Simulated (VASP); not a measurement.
# Mg in VASP: further runs

Runs on Mg. Level: PBE. Tasks: single point.

Program: VASP 6.6.1. These are calculated values, not measurements. Logs are shortened: lines on timing, memory, paths and dates and some standing lists are left out, and cuts for length are marked.

### Step 1. The cell of the first run

The cell holds a slab with vacuum, 17 atoms: a = 6.420 Å, b = 6.420 Å, c = 19.820 Å, α = 90.00°, β = 90.00°, γ = 60.00°.

### Step 2. Single point, PBE

The input, INCAR:

```
SYSTEM = Mg
ALGO     = Normal         ! electronic algorithm
EDIFF    = 1E-6           ! SCF threshold, eV
ENCUT    = 520            ! plane-wave cutoff, eV
GGA      = PE             ! functional
ISIF     = 2              ! what is computed and relaxed
ISMEAR   = 0              ! smearing method
LASPH    = .True.         ! aspherical terms in the spheres
LCHARG   = .False.        ! write CHGCAR
LREAL    = Auto         
LWAVE    = .False.        ! write WAVECAR
NBANDS   = 31             ! bands
NELM     = 60             ! most SCF steps
PREC     = Accurate       ! precision mode
SIGMA    = 0.15           ! smearing width, eV
```

The input, KPOINTS:

```
k-points
0
Gamma
  3 3 1
  0 0 0
```

The input, POSCAR:

```
Mg
1.0
    6.4200000000      0.0000000000      0.0000000000
    3.2100000000      5.5598830000      0.0000000000
    0.0000000000      0.0000000000     19.8195600000
Mg
17
Direct
   -0.1666667000      0.3333333000      0.0504552000
    0.3333333000      0.3333333000      0.0504552000
   -0.1666667000      0.8333333000      0.0504552000
    0.3333333000      0.8333333000      0.0504552000
    0.0007445610      0.0007189147      0.1850385132
    0.5014030832     -0.0005904619      0.1858181864
   -0.0005621820      0.5013752543      0.1858180206
    0.5014643707      0.5014430529      0.1858287641
   -0.1652978921      0.3340938484      0.3144821676
    0.3344127140      0.3344237909      0.3126583221
   -0.1654259656      0.8345409075      0.3145152074
    0.3341162084      0.8346608066      0.3144786958
    0.0014367862      0.0013889372      0.4512315986
    0.5003384932      0.0038579010      0.4485763461
    0.0037850587      0.5004079985      0.4486442630
    0.5003032429      0.5002842212      0.4487293135
    0.6724309111      0.6738692169      0.5848771159
```

Potentials or basis: VASP PAW PBE potentials, release 64 (Mg).

Run with:

```bash
$ cat potpaw_PBE.64/Mg/POTCAR > POTCAR
$ mpirun -np 1 vasp_std > vasp.out
```

OUTCAR:

```text
SYSTEM = Mg
   EDIFF = 1E-6
   ENCUT = 520
   GGA = PE
   ISIF = 2
   ISMEAR = 0
   LASPH = .True.
   LREAL = Auto
   NELM = 60
   PREC = Accurate

 ion  position               nearest neighbor table
   1  0.833  0.333  0.050-   3 3.21   3 3.21   4 3.21   4 3.21   2 3.21   2 3.21   5 3.25   8 3.26
                             7 3.26
   2  0.333  0.333  0.050-   4 3.21   3 3.21   4 3.21   3 3.21   1 3.21   1 3.21   7 3.26   6 3.26
                             8 3.27
   3  0.833  0.833  0.050-   1 3.21   1 3.21   2 3.21   2 3.21   4 3.21   4 3.21   5 3.25   6 3.26
                             7 3.26
   4  0.333  0.833  0.050-   2 3.21   1 3.21   2 3.21   1 3.21   3 3.21   3 3.21   5 3.25   8 3.26
                             6 3.26
   5  0.001  0.001  0.185-  11 3.16  12 3.16   9 3.17   6 3.21   7 3.21   8 3.21   8 3.21   7 3.21
                             6 3.21   4 3.25   1 3.25   3 3.25
   6  0.501  0.999  0.186-  10 3.13  12 3.15  11 3.15   8 3.20   7 3.20   5 3.21   5 3.21   7 3.22
                             8 3.22   3 3.26   2 3.26   4 3.26
   7  0.999  0.501  0.186-  10 3.13   9 3.15  11 3.15   8 3.20   6 3.20   5 3.21   5 3.21   6 3.22
                             8 3.22   3 3.26   2 3.26   1 3.26
   8  0.501  0.501  0.186-  10 3.13  12 3.15   9 3.15   6 3.20   7 3.20   5 3.21   5 3.21   7 3.22
                             6 3.22   1 3.26   4 3.26   2 3.27
   9  0.835  0.334  0.314-   7 3.15   8 3.15   5 3.17  12 3.21  11 3.21  10 3.21  10 3.21  11 3.21
                            12 3.21  16 3.25  15 3.25  13 3.28
  10  0.334  0.334  0.313-   8 3.13   7 3.13   6 3.13   9 3.21  12 3.21  11 3.21  11 3.21  12 3.21
                             9 3.21  14 3.26  15 3.26  16 3.27
  11  0.835  0.835  0.315-   7 3.15   6 3.15   5 3.16  12 3.21   9 3.21  10 3.21  10 3.21   9 3.21
                            12 3.21  14 3.24  15 3.24  13 3.28
  12  0.334  0.835  0.314-   6 3.15   8 3.15   5 3.16   9 3.21  11 3.21  10 3.21  10 3.21  11 3.21
                             9 3.21  16 3.25  14 3.25  13 3.28
  13  0.001  0.001  0.451-  15 3.21  14 3.21  16 3.21  16 3.21  14 3.21  15 3.21  12 3.28   9 3.28
                            11 3.28
  14  0.500  0.004  0.449-  16 3.19  15 3.19  13 3.21  13 3.21  15 3.23  16 3.23  11 3.24  12 3.25
                            10 3.26  17 3.27
  15  0.004  0.500  0.449-  16 3.19  14 3.19  13 3.21  13 3.21  14 3.23  16 3.23  11 3.24   9 3.25
                            10 3.26  17 3.27
  16  0.500  0.500  0.449-  14 3.19  15 3.19  13 3.21  13 3.21  15 3.23  14 3.23  12 3.25   9 3.25
                            10 3.27  17 3.31
  17  0.672  0.674  0.585-  14 3.27  15 3.27  16 3.31

  LATTYP: Found a hexagonal cell.
 ALAT       =     6.4199999201
 C/A-ratio  =     3.0871589169

  Lattice vectors:

 A1 = (  -3.2100000000,  -5.5598830000,   0.0000000000)
 A2 = (   6.4200000000,   0.0000000000,   0.0000000000)
 A3 = (   0.0000000000,   0.0000000000,  19.8195600000)

Analysis of symmetry for initial positions (statically):
=====================================================================
 Subroutine PRICEL returns:
 Original cell was already a primitive cell.

 Routine SETGRP: Setting up the symmetry group for a
 hexagonal supercell.

 Subroutine GETGRP returns: Found  1 space group operations
 (whereof  1 operations were pure point group operations)
 out of a pool of 24 trial point group operations.

The static configuration has the point symmetry C_1 .

Analysis of symmetry for dynamics (positions and initial velocities):
=====================================================================
 Subroutine PRICEL returns:
 Original cell was already a primitive cell.

 Routine SETGRP: Setting up the symmetry group for a
 hexagonal supercell.

 Subroutine GETGRP returns: Found  1 space group operations
 (whereof  1 operations were pure point group operations)
 out of a pool of 24 trial point group operations.

The dynamic configuration has the point symmetry C_1 .

 Subroutine INISYM returns: Found  1 space group operations
 (whereof  1 operations are pure point group operations),
 and found     1 'primitive' translations

----------------------------------------------------------------------------------------

                                     Primitive cell

  volume of cell :     707.4483

  direct lattice vectors                    reciprocal lattice vectors
     6.420000000  0.000000000  0.000000000     0.155763240 -0.089929950  0.000000000
     3.210000000  5.559883000  0.000000000     0.000000000  0.179859900  0.000000000
     0.000000000  0.000000000 19.819560000     0.000000000  0.000000000  0.050455207

  length of vectors
     6.420000000  6.419999920 19.819560000     0.179859898  0.179859900  0.050455207

[... 46 lines left out ...]

 Generating k-lattice:

  Cartesian coordinates                     Fractional coordinates (reciprocal lattice)
     0.051921080 -0.029976650  0.000000000     0.333333333 -0.000000000  0.000000000
     0.000000000  0.059953300  0.000000000     0.000000000  0.333333333  0.000000000
     0.000000000  0.000000000  0.050455207     0.000000000  0.000000000  1.000000000

  Length of vectors
     0.059953299  0.059953300  0.050455207

  Shift w.r.t. Gamma in fractional coordinates (k-lattice)
     0.000000000  0.000000000  0.000000000

 Subroutine IBZKPT returns following result:
 ===========================================

 Found      5 irreducible k-points:

 Following reciprocal coordinates:
            Coordinates               Weight
  0.000000  0.000000  0.000000      1.000000
  0.333333 -0.000000  0.000000      2.000000
  0.333333  0.333333  0.000000      2.000000
  0.000000  0.333333  0.000000      2.000000
 -0.333333  0.333333  0.000000      2.000000
   k-points           NKPTS =      5   k-points in BZ     NKDIM =      5   number of bands    NBANDS=     31
   number of dos      NEDOS =    301   number of ions     NIONS =     17
   total plane-waves  NPLWV = 345600
   dimension x,y,z NGX =    48 NGY =   48 NGZ =  150
   dimension x,y,z NGXF=    96 NGYF=   96 NGZF=  300
   ions per type =              17
   NGX,Y,Z   is equivalent  to a cutoff of  12.43, 12.43, 12.58 a.u.
   NGXF,Y,Z  is equivalent  to a cutoff of  24.86, 24.86, 25.16 a.u.
 SYSTEM =  Mg
   PREC   = accura    normal or accurate (medium, high low for compatibility)
   ISTART =      0    job   : 0-new  1-cont  2-samecut
   ICHARG =      2    charge: 1-file 2-atom 10-const
   ISPIN  =      1    spin polarized calculation?
   LNONCOLLINEAR =      F non collinear calculations
   LSORBIT =      F    spin-orbit coupling
   LASPH  =      T    aspherical Exc in radial PAW
   ENCUT  =  520.0 eV  38.22 Ry    6.18 a.u.  11.94 11.94 36.85*2*pi/ulx,y,z
   NELM   =     60;   NELMIN=  2; NELMDL= -5     # of ELM steps
   EDIFF  = 0.1E-05   stopping-criterion for ELM
   LREAL  =      T    real-space projection
   EDIFFG = 0.1E-04   stopping-criterion for IOM
   NSW    =      0    number of steps for IOM
   IBRION =     -1    ionic relax: 0-MD 1-quasi-New 2-CG
   NFREE  =      0    steps in history (QN), initial steepest desc. (CG)
   ISIF   =      2    stress and relaxation
   ISYM   =      2    0-nonsym 1-usesym 2-fastsym
   POTIM  = 0.5000    time-step for ionic-motion
   TEBEG  =    0.0;   TEEND  =   0.0 temperature during run
   PSTRESS=    0.0 pullay stress
   NELECT =      34.0000    total number of electrons
   NUPDOWN=      -1.0000    fix difference up-down
   EMIN   =  10.00;   EMAX   =-10.00  energy-range for DOS
   EFERMI =   0.00;   METHOD = LEGACY
   ISMEAR =     0;   SIGMA  =   0.15  broadening in eV -4-tet -1-fermi 0-gaus
   EFERMI_NEDOS =   21; number of points for ismear=-14 and -15
   IALGO  =     38    algorithm
   IMIX   =      4    mixing-type and parameters
     AMIX     =   0.40;   BMIX     =  1.00
     AMIX_MAG =   1.60;   BMIX_MAG =  1.00
  volume/ion in A,a.u.               =      41.61       280.83
  Fermi-wavevector in a.u.,A,eV,Ry     =   0.595209  1.124782  4.820189  0.354274
  Thomas-Fermi vector in A             =   1.645086
   LORBIT       =      0    0 simple, 1 ext, 2 COOP (PROOUT), +10 PAW based schemes
   GGA     = PE    functional components
   LHFCALC =     F    Hartree Fock is set to
   AEXX    =    0.0000 exact exchange contribution
   IVDW    =     0    specifies the selected vdW correction
   LEPSILON=     F    determine dielectric tensor
   LRPA    =     F    only Hartree local field effects (RPA)
 non-spin polarized calculation
 Gauss-broadening in eV      SIGMA  =   0.15
  energy-cutoff  :      520.00
  volume of cell :      707.45
 maximum number of plane-waves:     19087
   NGX = 23   NGY = 23   NGZ = 73

 number of electron      34.0000000 magnetization

 Free energy of the ion-electron system (eV)
  ---------------------------------------------------
  ext. energy  EPLUGINS =         0.00000000
  ---------------------------------------------------
  free energy    TOTEN  =       -21.88113776 eV

  energy without entropy =      -21.68926672  energy(sigma->0) =      -21.78520224

 E-fermi :   0.0078     XC(G=0):  -5.7332

 val. band max:       -0.0057821855   @ k =   0.3333   0.3333   0.0000
 cond. band min:       0.0258981901   @ k =   0.0000   0.0000   0.0000
 fundamental gap:      0.0316803756
 Fermi energy:         0.0078313674

 k-point     1 :       0.0000    0.0000    0.0000
  band No.  band energies     occupation
      1      -6.6310      2.00000
      2      -5.8734      2.00000
      3      -4.7397      2.00000
      4      -3.2018      2.00000
      5      -1.9787      2.00000
      6      -1.8903      2.00000
[... 149 lines left out ...]
     28       2.3514      0.00000
     29       2.9245      0.00000
 [bands above 29 left out]

------------------------ aborting loop because EDIFF is reached ----------------------------------------

  FORCE on cell =-STRESS in cart. coord.  units (eV):
  Direction    XX          YY          ZZ          XY          YZ          ZX
  --------------------------------------------------------------------------------------
  -------------------------------------------------------------------------------------
  Total       -5.1013005     -5.0702389     -0.3278168     -0.0247604     -0.0401429     -0.0663218
  in kB      -11.5530539    -11.4827079     -0.7424155     -0.0560755     -0.0909127     -0.1502007
  external PRESSURE =      -7.9260591 kB  Pullay stress =       0.0000000 kB

 VOLUME and BASIS-vectors are now :
 -----------------------------------------------------------------------------
  energy-cutoff  :      520.00
  volume of cell :      707.45
      direct lattice vectors                 reciprocal lattice vectors
     6.420000000  0.000000000  0.000000000     0.155763240 -0.089929950  0.000000000
     3.210000000  5.559883000  0.000000000     0.000000000  0.179859900  0.000000000
     0.000000000  0.000000000 19.819560000     0.000000000  0.000000000  0.050455207

 POSITION                                       TOTAL-FORCE (eV/Angst)
 -----------------------------------------------------------------------------------
      6.42000      1.85329      1.00000         0.002840      0.030557      0.016854
      3.21000      1.85329      1.00000         0.002104      0.001209     -0.012319
      8.02500      4.63324      1.00000        -0.023553     -0.013671      0.018661
      4.81500      4.63324      1.00000         0.027916     -0.012902      0.016957
      0.00709      0.00400      3.66738        -0.001184     -0.000738     -0.004720
      6.42711      5.55660      3.68283         0.000575      0.001431      0.001562
[... 9 lines left out ...]
      4.81786      2.78152      8.89362         0.009804      0.005830      0.005008
      6.48013      3.74663     11.59201        -0.005768     -0.003733     -0.024844
 -----------------------------------------------------------------------------------
    total drift:                               -0.002874     -0.001418      0.004927

  FREE ENERGIE OF THE ION-ELECTRON SYSTEM (eV)
  ---------------------------------------------------
  free  energy   TOTEN  =       -21.8811377567 eV

  energy  without entropy=      -21.6892667159  energy(sigma->0) =      -21.78520224
```

Run time: 1.9 min. Hardware: 1 thread of Intel Xeon 6975P-C (Granite Rapids), shared host; peak memory 0.64 GiB.

Results:

```
Free energy            : -21.8811 eV
Largest force          : 0.035 eV/Å
Band gap on the k mesh : zero (band 17 reaches 0.13 eV, above the bottom of band 18 at -0.45 eV)
```

Forces in eV/Å, atoms in the order of the input:
```
Mg   0.003  0.031  0.017
Mg   0.002  0.001 -0.012
Mg  -0.024 -0.014  0.019
Mg   0.028 -0.013  0.017
Mg  -0.001 -0.001 -0.005
Mg   0.001  0.001  0.002
Mg   0.001  0.000  0.001
Mg  -0.003 -0.002 -0.001
Mg  -0.003  0.001  0.001
Mg   0.002  0.001 -0.002
Mg  -0.001  0.000  0.000
Mg   0.000 -0.003  0.001
Mg  -0.001 -0.001 -0.006
Mg  -0.003 -0.003 -0.006
Mg  -0.004 -0.002 -0.006
Mg   0.010  0.006  0.005
Mg  -0.006 -0.004 -0.025
```

Caveat: the k points lie up to 0.38 Å⁻¹ apart.

(Continued in part 2 of 3.)
